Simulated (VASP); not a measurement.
# InPd (Pm-3m) in VASP: further runs

The runs below take InPd through single point, with PBE0, HSE06.

Program: VASP 6.6.1. These are calculated values, not measurements. Logs are shortened: lines on timing, memory, paths and dates and some standing lists are left out, and cuts for length are marked.

### Step 1. The cell of the first run

Symmetry: Pm-3m, No. 221, cubic system. The conventional cell has a = 3.315 Å, b = 3.315 Å, c = 3.315 Å, α = 90.00°, β = 90.00°, γ = 90.00°. In (site symmetry m-3m) has 8 Pd at 2.87 Å and 6 In at 3.31 Å within 3.8 Å. Pd (site symmetry m-3m) has 8 In at 2.87 Å and 6 Pd at 3.31 Å within 3.8 Å.

### Step 2. Single point, PBE0

POSCAR

```
InPd
1.0
    3.3149408331      0.0000000000      0.0000000000
    0.0000000000      3.3149408331      0.0000000000
    0.0000000000      0.0000000000      3.3149408331
In Pd
1 1
Direct
    0.0000000000      0.0000000000      0.0000000000
    0.5000000000      0.5000000000      0.5000000000
```

INCAR.step1

```
SYSTEM = InPd
  PREC = Accurate
  ENCUT = 520
  EDIFF = 1E-5
  ISMEAR = -1
  SIGMA = 0.05
  LREAL = .False.
  LASPH = .True.
  NELM = 80
  ALGO = Normal
  ISIF = 2
  LWAVE = .True.
  LCHARG = .False.
  NBANDS = 18
  GGA = PE
```

INCAR.step2

```
SYSTEM = InPd
  PREC = Accurate
  ENCUT = 520
  EDIFF = 1E-6
  ISMEAR = -1
  SIGMA = 0.05
  LREAL = .False.
  LASPH = .True.
  NELM = 80
  ALGO = Normal
  ISIF = 2
  LWAVE = .False.
  LCHARG = .False.
  GGA = PE
  LHFCALC = .True.
  AEXX = 0.25
  PRECFOCK = Normal
  NBANDS = 18
  ISTART = 1
```

KPOINTS

```
regular mesh
0
Gamma
  4 4 4
  0 0 0
```

Potentials or basis: VASP PAW PBE potentials, release 64 (In_d, Pd).

Started as:

```
$ cat potpaw_PBE.64/In_d/POTCAR potpaw_PBE.64/Pd/POTCAR > POTCAR
$ cp INCAR.step1 INCAR
$ mpirun -np 1 vasp_std > vasp.out
$ cp INCAR.step2 INCAR
$ mpirun -np 1 vasp_std > vasp.out
```

OUTCAR:

```text
SYSTEM = InPd
   PREC = Accurate
   ENCUT = 520
   EDIFF = 1E-6
   ISMEAR = -1
   LREAL = .False.
   LASPH = .True.
   NELM = 80
   ISIF = 2
   GGA = PE
   LHFCALC = .True.
   AEXX = 0.25
   PRECFOCK = Normal
   ISTART = 1

 ion  position               nearest neighbor table
   1  0.000  0.000  0.000-   2 2.87   2 2.87   2 2.87   2 2.87   2 2.87   2 2.87   2 2.87   2 2.87

   2  0.500  0.500  0.500-   1 2.87   1 2.87   1 2.87   1 2.87   1 2.87   1 2.87   1 2.87   1 2.87

  LATTYP: Found a simple cubic cell.
 ALAT       =     3.3149408331

  Lattice vectors:

 A1 = (   3.3149408331,   0.0000000000,   0.0000000000)
 A2 = (   0.0000000000,   3.3149408331,   0.0000000000)
 A3 = (   0.0000000000,   0.0000000000,   3.3149408331)

Analysis of symmetry for initial positions (statically):
=====================================================================
 Subroutine PRICEL returns:
 Original cell was already a primitive cell.

 Routine SETGRP: Setting up the symmetry group for a
 simple cubic supercell.

 Subroutine GETGRP returns: Found 48 space group operations
 (whereof 48 operations were pure point group operations)
 out of a pool of 48 trial point group operations.

The static configuration has the point symmetry O_h .

Analysis of symmetry for dynamics (positions and initial velocities):
=====================================================================
 Subroutine PRICEL returns:
 Original cell was already a primitive cell.

 Routine SETGRP: Setting up the symmetry group for a
 simple cubic supercell.

 Subroutine GETGRP returns: Found 48 space group operations
 (whereof 48 operations were pure point group operations)
 out of a pool of 48 trial point group operations.

The dynamic configuration has the point symmetry O_h .

 Subroutine INISYM returns: Found 48 space group operations
 (whereof 48 operations are pure point group operations),
 and found     1 'primitive' translations

----------------------------------------------------------------------------------------

                                     Primitive cell

  volume of cell :      36.4273

  direct lattice vectors                    reciprocal lattice vectors
     3.314940833  0.000000000  0.000000000     0.301664509  0.000000000  0.000000000
     0.000000000  3.314940833  0.000000000     0.000000000  0.301664509  0.000000000
     0.000000000  0.000000000  3.314940833     0.000000000  0.000000000  0.301664509

  length of vectors
     3.314940833  3.314940833  3.314940833     0.301664509  0.301664509  0.301664509

  position of ions in fractional coordinates (direct lattice)
     0.000000000  0.000000000  0.000000000
     0.500000000  0.500000000  0.500000000

  ion indices of the primitive-cell ions
   primitive index   ion index
                 1           1
                 2           2

----------------------------------------------------------------------------------------

 KPOINTS: regular mesh

Automatic generation of k-mesh.
 Grid dimensions read from file:
 generate k-points for:    4    4    4

 Generating k-lattice:

  Cartesian coordinates                     Fractional coordinates (reciprocal lattice)
     0.075416127  0.000000000  0.000000000     0.250000000  0.000000000  0.000000000
     0.000000000  0.075416127  0.000000000     0.000000000  0.250000000  0.000000000
     0.000000000  0.000000000  0.075416127     0.000000000  0.000000000  0.250000000

  Length of vectors
     0.075416127  0.075416127  0.075416127

  Shift w.r.t. Gamma in fractional coordinates (k-lattice)
     0.000000000  0.000000000  0.000000000

 Subroutine IBZKPT returns following result:
 ===========================================

 Found     10 irreducible k-points:

 Following reciprocal coordinates:
            Coordinates               Weight
  0.000000  0.000000  0.000000      1.000000
  0.250000  0.000000  0.000000      6.000000
  0.500000  0.000000  0.000000      3.000000
  0.250000  0.250000  0.000000     12.000000
  0.500000  0.250000  0.000000     12.000000
  0.500000  0.500000  0.000000      3.000000
  0.250000  0.250000  0.250000      8.000000
  0.500000  0.250000  0.250000     12.000000
  0.500000  0.500000  0.250000      6.000000
  0.500000  0.500000  0.500000      1.000000
   k-points           NKPTS =     10   k-points in BZ     NKDIM =     64   number of bands    NBANDS=     18
   number of dos      NEDOS =    301   number of ions     NIONS =      2
   total plane-waves  NPLWV =  21952
   dimension x,y,z NGX =    28 NGY =   28 NGZ =   28
   dimension x,y,z NGXF=    56 NGYF=   56 NGZF=   56
   ions per type =               1   1
   NGX,Y,Z   is equivalent  to a cutoff of  14.04, 14.04, 14.04 a.u.
   NGXF,Y,Z  is equivalent  to a cutoff of  28.08, 28.08, 28.08 a.u.
 SYSTEM =  InPd
   PREC   = accura    normal or accurate (medium, high low for compatibility)
   ISTART =      1    job   : 0-new  1-cont  2-samecut
   ICHARG =      0    charge: 1-file 2-atom 10-const
   ISPIN  =      1    spin polarized calculation?
   LNONCOLLINEAR =      F non collinear calculations
   LSORBIT =      F    spin-orbit coupling
   LASPH  =      T    aspherical Exc in radial PAW
   ENCUT  =  520.0 eV  38.22 Ry    6.18 a.u.   6.16  6.16  6.16*2*pi/ulx,y,z
   NELM   =     80;   NELMIN=  2; NELMDL=  0     # of ELM steps
   EDIFF  = 0.1E-05   stopping-criterion for ELM
   LREAL  =      F    real-space projection
   EDIFFG = 0.1E-04   stopping-criterion for IOM
   NSW    =      0    number of steps for IOM
   IBRION =     -1    ionic relax: 0-MD 1-quasi-New 2-CG
   NFREE  =      0    steps in history (QN), initial steepest desc. (CG)
   ISIF   =      2    stress and relaxation
   ISYM   =      3    0-nonsym 1-usesym 2-fastsym
   POTIM  = 0.5000    time-step for ionic-motion
   TEBEG  =    0.0;   TEEND  =   0.0 temperature during run
   PSTRESS=    0.0 pullay stress
   NELECT =      23.0000    total number of electrons
   NUPDOWN=      -1.0000    fix difference up-down
   EMIN   =  10.00;   EMAX   =-10.00  energy-range for DOS
   EFERMI =   0.00;   METHOD = LEGACY
   ISMEAR =    -1;   SIGMA  =   0.05  broadening in eV -4-tet -1-fermi 0-gaus
   EFERMI_NEDOS =   21; number of points for ismear=-14 and -15
   IALGO  =     38    algorithm
   IMIX   =      1    mixing-type and parameters
     AMIX     =   0.40;   BMIX     =  1.00
     AMIX_MAG =   1.60;   BMIX_MAG =  1.00
  volume/ion in A,a.u.               =      18.21       122.91
  Fermi-wavevector in a.u.,A,eV,Ry     =   1.404457  2.654038 26.837470  1.972498
  Thomas-Fermi vector in A             =   2.527016
   LORBIT       =      0    0 simple, 1 ext, 2 COOP (PROOUT), +10 PAW based schemes
   GGA     = PE    functional components
   LHFCALC =     T    Hartree Fock is set to
   PRECFOCK=normal    Normal, Fast or Accurate (Low or Medium for compatibility)
   ENCUT4O =  -1.0   cutoff for four orbital integrals eV
   NKREDX  =     1    reduce k-point grid by
   NKREDY  =     1    reduce k-point grid by
   NKREDZ  =     1    reduce k-point grid by
   AEXX    =    0.2500 exact exchange contribution
   HFSCREEN=    0.0000 screening length (either q_TF or 0.3 A-1)
   HFSCREENC=   0.0000 screening length for correlation (either q_TF or 0.3 A-1)
   ENCUTFOCK=  -1.0 apply spherical cutoff to Coloumb kernel
   IVDW    =     0    specifies the selected vdW correction
   LEPSILON=     F    determine dielectric tensor
   LRPA    =     F    only Hartree local field effects (RPA)
 non-spin polarized calculation
  energy-cutoff  :      520.00
  volume of cell :       36.43
 maximum number of plane-waves:       992
 NGX is ok and might be reduce to    28
  NGX = 20; NGY = 20; NGZ = 20

 number of electron      23.0000001 magnetization

 Free energy of the ion-electron system (eV)
  ---------------------------------------------------
  ext. energy  EPLUGINS =         0.00000000
  ---------------------------------------------------
  free energy    TOTEN  =       -11.26737100 eV

  energy without entropy =      -11.26139295  energy(sigma->0) =      -11.26438198

 E-fermi :  10.0647     XC(G=0):  -9.4179

 val. band max:        9.6195536268   @ k =   0.5000   0.5000   0.5000
 cond. band min:      10.0993192850   @ k =   0.5000   0.5000   0.2500
 fundamental gap:      0.4797656583
 Fermi energy:        10.0646845382

 k-point     1 :       0.0000    0.0000    0.0000
  band No.  band energies     occupation
      1      -7.6564      2.00000
      2      -7.6564      2.00000
      3      -7.2824      2.00000
      4      -7.2740      2.00000
      5      -7.2738      2.00000
      6      -1.5956      2.00000
[... 10 lines left out ...]
     17      21.2016      0.00000
     18      27.0509      0.00000

 k-point     2 :       0.2500    0.0000    0.0000
  band No.  band energies     occupation
      1      -7.6306      2.00000
      2      -7.4941      2.00000
      3      -7.3281      2.00000
      4      -7.3223      2.00000
      5      -7.2617      2.00000
      6      -0.5224      2.00000
[... 10 lines left out ...]
     17      25.5820      0.00000
     18      25.8505      0.00000

 k-point     3 :       0.5000    0.0000    0.0000
  band No.  band energies     occupation
      1      -7.6046      2.00000
      2      -7.3764      2.00000
      3      -7.3705      2.00000
      4      -7.3325      2.00000
      5      -7.2469      2.00000
      6       2.2122      2.00000
[... 10 lines left out ...]
     17      21.5327      0.00000
     18      21.7473      0.00000

 k-point     4 :       0.2500    0.2500    0.0000
  band No.  band energies     occupation
      1      -7.5520      2.00000
      2      -7.4071      2.00000
      3      -7.3893      2.00000
      4      -7.3365      2.00000
      5      -7.3142      2.00000
      6       0.4559      2.00000
[... 81 lines left out ...]
      4      -7.3662      2.00000
      5      -7.2021      2.00000
      6       2.6140      2.00000
[... 10 lines left out ...]
     17      22.0757      0.00000
     18      24.2988      0.00000

 k-point     9 :       0.5000    0.5000    0.2500
  band No.  band energies     occupation
      1      -7.5587      2.00000
      2      -7.4669      2.00000
      3      -7.4616      2.00000
      4      -7.2857      2.00000
      5      -7.0915      2.00000
      6       2.9743      2.00000
[... 10 lines left out ...]
     17      19.1589      0.00000
     18      20.5904      0.00000

 k-point    10 :       0.5000    0.5000    0.5000
  band No.  band energies     occupation
      1      -7.5294      2.00000
      2      -7.5217      2.00000
      3      -7.5214      2.00000
      4      -7.0875      2.00000
      5      -7.0875      2.00000
      6       3.7537      2.00000
[... 10 lines left out ...]
     17      14.8157      0.00000
     18      16.7416      0.00000

------------------------ aborting loop because EDIFF is reached ----------------------------------------

  FORCE on cell =-STRESS in cart. coord.  units (eV):
  Direction    XX          YY          ZZ          XY          YZ          ZX
  --------------------------------------------------------------------------------------
  -------------------------------------------------------------------------------------
  Total       -1.0683626     -1.0683626     -1.0683626     -0.0000000      0.0000000      0.0000000
  in kB      -46.9896160    -46.9896160    -46.9896160     -0.0000000      0.0000000      0.0000000
  external PRESSURE =     -46.9896160 kB  Pullay stress =       0.0000000 kB

 VOLUME and BASIS-vectors are now :
 -----------------------------------------------------------------------------
  energy-cutoff  :      520.00
  volume of cell :       36.43
      direct lattice vectors                 reciprocal lattice vectors
     3.314940833  0.000000000  0.000000000     0.301664509  0.000000000  0.000000000
     0.000000000  3.314940833  0.000000000     0.000000000  0.301664509  0.000000000
     0.000000000  0.000000000  3.314940833     0.000000000  0.000000000  0.301664509

 POSITION                                       TOTAL-FORCE (eV/Angst)
 -----------------------------------------------------------------------------------
      0.00000      0.00000      0.00000         0.000000      0.000000      0.000000
      1.65747      1.65747      1.65747         0.000000      0.000000      0.000000
 -----------------------------------------------------------------------------------
    total drift:                                0.000000      0.000000      0.000000

  FREE ENERGIE OF THE ION-ELECTRON SYSTEM (eV)
  ---------------------------------------------------
  free  energy   TOTEN  =       -11.2673710002 eV

  energy  without entropy=      -11.2613929536  energy(sigma->0) =      -11.26438198
```

Wall time 25 min (1 thread of Intel Xeon Platinum 8375C at 2.90GHz (Ice Lake), shared host); peak memory 0.16 GiB.

Results:

```
Free energy            : -11.2674 eV
Pressure               : -4.7 GPa
Band gap on the k mesh : zero (an odd number of electrons rules out a gap without spin polarisation)
```

Caveat: the k points lie up to 0.47 Å⁻¹ apart, too coarse for converged energies and pressures of a metal; the PAW data sets were made with another functional, which shifts forces and pressure a little; spin-orbit coupling is left out, which moves the levels of the heavy elements.

### Step 3. Single point, HSE06

This run uses another cell than the first one, of 16.46 Å³/atom.

POSCAR

```
InPd
1.0
    3.2050928798      0.0000000000      0.0000000000
    0.0000000000      3.2050928798      0.0000000000
    0.0000000000      0.0000000000      3.2050928798
In Pd
1 1
Direct
    0.0000000000      0.0000000000      0.0000000000
    0.5000000000      0.5000000000      0.5000000000
```

INCAR.step1

```
  ALGO = Normal
  EDIFF = 1E-5
  ENCUT = 520
  GGA = PE
  ISIF = 2
  ISMEAR = -1
  LASPH = True
  LCHARG = False
  LREAL = False
  LWAVE = True
  NBANDS = 18
  NELM = 80
  PREC = Accurate
  SIGMA = 0.05
```

INCAR.step2

```
  ALGO = Normal
  EDIFF = 1E-6
  ENCUT = 520
  GGA = PE
  HFSCREEN = 0.2079
  ISIF = 2
  ISMEAR = -1
  ISTART = 1
  LASPH = True
  LCHARG = False
  LHFCALC = True
  LREAL = False
  LWAVE = False
  NBANDS = 18
  NELM = 80
  PREC = Accurate
  PRECFOCK = Normal
  SIGMA = 0.05
```

KPOINTS

```
k-points
0
Gamma
  6 6 6
```

Potentials or basis: VASP PAW PBE potentials, release 64 (In_d, Pd).

Started as:

```
$ cat potpaw_PBE.64/In_d/POTCAR potpaw_PBE.64/Pd/POTCAR > POTCAR
$ cp INCAR.step1 INCAR
$ mpirun -np 1 vasp_std > vasp.out
$ cp INCAR.step2 INCAR
$ mpirun -np 1 vasp_std > vasp.out
```

Wall time 66 min (1 thread of Intel Xeon Platinum 8375C at 2.90GHz (Ice Lake), shared host); peak memory 0.26 GiB.

It converged, with:

* Free energy: -10.2224 eV
* Pressure: 9.7 GPa
* Band gap on the k mesh: zero (an odd number of electrons rules out a gap without spin polarisation)

Levels at points of the mesh, in eV from the Fermi level:
```csv
k point,band 8,band 9,band 10,band 11,band 12,band 13,band 14,band 15
"(0.00, 0.00, 0.00)",-5.24,-3.26,-3.26,-3.26,4.92,4.92,4.92,11.58
"(0.50, 0.00, 0.00)",-5.24,-4.46,-4.46,-3.38,-1.76,10.80,11.14,11.14
"(0.50, 0.50, 0.00)",-3.76,-3.76,-2.89,-2.89,-2.69,2.11,3.20,10.92
"(0.50, 0.50, 0.50)",-6.31,-2.62,-2.62,0.76,4.27,4.27,4.27,5.14
```

Caveat: the cell stands under pressure; the PAW data sets were made with another functional, which shifts forces and pressure a little; spin-orbit coupling is left out, which moves the levels of the heavy elements.

### Step 4. Single point, PBE0

This run uses another cell than the first one, of 16.46 Å³/atom.

POSCAR is that of step 3.

INCAR.step1

```
SYSTEM = InPd
PREC = Accurate
ENCUT = 450
EDIFF = 1E-5
ISMEAR = -1
SIGMA = 0.05
LREAL = .False.
LASPH = .True.
NELM = 300
ALGO = All
ISIF = 2
LWAVE = .True.
GGA = PE
NBANDS = 18
GGA_COMPAT = .False.
ISEARCH = 1
KPAR = 4
```

INCAR.step2

```
SYSTEM = InPd
PREC = Accurate
ENCUT = 450
EDIFF = 1E-6
ISMEAR = -1
SIGMA = 0.05
LREAL = .False.
LASPH = .True.
NELM = 300
ALGO = All
ISIF = 2
LWAVE = .False.
LCHARG = .True.
GGA = PE
LHFCALC = .True.
AEXX = 0.25
PRECFOCK = Normal
LVHAR = .True.
ISTART = 1
NBANDS = 18
GGA_COMPAT = .False.
ISEARCH = 1
KPAR = 4
```

KPOINTS

```
regular mesh
0
Gamma
  4 4 4
  0 0 0
```

Started as:

```
$ cat potpaw_PBE.64/In_d/POTCAR potpaw_PBE.64/Pd/POTCAR > POTCAR
$ cp INCAR.step1 INCAR
$ mpirun -np 4 vasp_std > vasp.out
$ cp INCAR.step2 INCAR
$ mpirun -np 4 vasp_std > vasp.out
```

Wall time 7.1 min (4 MPI ranks of AMD EPYC 7R43 (Zen 3), shared host); peak memory 0.12 GiB.

It converged, with:

- Free energy: -11.2379 eV
- Pressure: 9.1 GPa
- Band gap on the k mesh: zero (an odd number of electrons rules out a gap without spin polarisation)

Levels at points of the mesh, in eV from the Fermi level:
```csv
k point,band 9,band 10,band 11,band 12,band 13,band 14
"(0.00, 0.00, 0.00)",-3.64,-3.64,-3.64,5.31,5.31,5.31
"(0.50, 0.00, 0.00)",-4.85,-4.85,-3.76,-2.06,11.12,11.51
"(0.50, 0.50, 0.00)",-4.14,-3.35,-3.35,-3.03,2.48,3.57
"(0.50, 0.50, 0.50)",-2.97,-2.97,1.11,4.54,4.54,4.54
```

Caveat: the k points lie up to 0.49 Å⁻¹ apart, too coarse for converged energies and pressures of a metal; the PAW data sets were made with another functional, which shifts forces and pressure a little; spin-orbit coupling is left out, which moves the levels of the heavy elements.

### Step 5. Single point, PBE0

This run uses another cell than the first one, of 16.46 Å³/atom.

POSCAR is that of step 4.

INCAR.step1

```
  ALGO = Normal
  EDIFF = 1E-5
  ENCUT = 520
  GGA = PE
  ISIF = 2
  ISMEAR = -1
  LASPH = True
  LREAL = False
  LWAVE = True
  NBANDS = 18
  NELM = 80
  PREC = Accurate
  SIGMA = 0.05
```

INCAR.step2

```
  AEXX = 0.25
  ALGO = Normal
  EDIFF = 1E-6
  ENCUT = 520
  GGA = PE
  ISIF = 2
  ISMEAR = -1
  ISTART = 1
  LASPH = True
  LCHARG = True
  LELF = True
  LHFCALC = True
  LREAL = False
  LVHAR = True
  LWAVE = False
  NBANDS = 18
  NELM = 80
  PREC = Accurate
  PRECFOCK = Normal
  SIGMA = 0.05
```

KPOINTS

```
k-points
0
Gamma
  6 6 6
```

Started as:

```
$ cat potpaw_PBE.64/In_d/POTCAR potpaw_PBE.64/Pd/POTCAR > POTCAR
$ cp INCAR.step1 INCAR
$ mpirun -np 1 vasp_std > vasp.out
$ cp INCAR.step2 INCAR
$ mpirun -np 1 vasp_std > vasp.out
```

It took 63 min on 1 thread of Oxide Virtual Turin-like, shared host; peak memory 0.14 GiB.

Results (log left out):

```
Free energy            : -11.1106 eV
Pressure               : 9.6 GPa
Band gap on the k mesh : zero (an odd number of electrons rules out a gap without spin polarisation)
```

Levels at points of the mesh, in eV from the Fermi level:
| k point | band 9 | band 10 | band 11 | band 12 | band 13 | band 14 |
| --- | --- | --- | --- | --- | --- | --- |
| (0.00, 0.00, 0.00) | -3.82 | -3.82 | -3.82 | 5.13 | 5.13 | 5.13 |
| (0.50, 0.00, 0.00) | -5.03 | -5.03 | -3.94 | -2.31 | 11.00 | 11.38 |
| (0.50, 0.50, 0.00) | -4.32 | -3.44 | -3.44 | -3.25 | 2.30 | 3.39 |
| (0.50, 0.50, 0.50) | -3.16 | -3.16 | 0.95 | 4.46 | 4.46 | 4.46 |

Caveat: the cell stands under pressure; the PAW data sets were made with another functional, which shifts forces and pressure a little; spin-orbit coupling is left out, which moves the levels of the heavy elements.

### Step 6. The runs side by side

```csv
level,cell,k mesh,cutoff (eV),screening parameter,second try,gap on the mesh (eV),pressure (GPa)
PBE0,"a = 3.315 Å, 2 atoms",4 × 4 × 4,520,-,-,none,-4.7
HSE06,"a = 3.205 Å, 2 atoms",6 × 6 × 6,520,0.2079 1/Å,-,none,9.7
PBE0,"a = 3.205 Å, 2 atoms",4 × 4 × 4,450,-,not_converged,none,9.1
PBE0,"a = 3.205 Å, 2 atoms",6 × 6 × 6,520,-,-,none,9.6
```

Alike in all rows: task single point; potentials or basis VASP PAW PBE potentials, release 64 (In_d, Pd); no spin polarisation; smearing fermi-dirac 0.05 eV.

Caveats: some runs use coarse meshes; the PAW data sets were made with another functional, which shifts forces and pressure a little; spin-orbit coupling is left out, which moves the levels of the heavy elements; the cell stands under pressure (at least some runs).

Total energies depend on the potentials used, so only differences within one code and one set of settings carry meaning.

The gap in the log of VASP goes by the Fermi energy; the results here count the filled bands.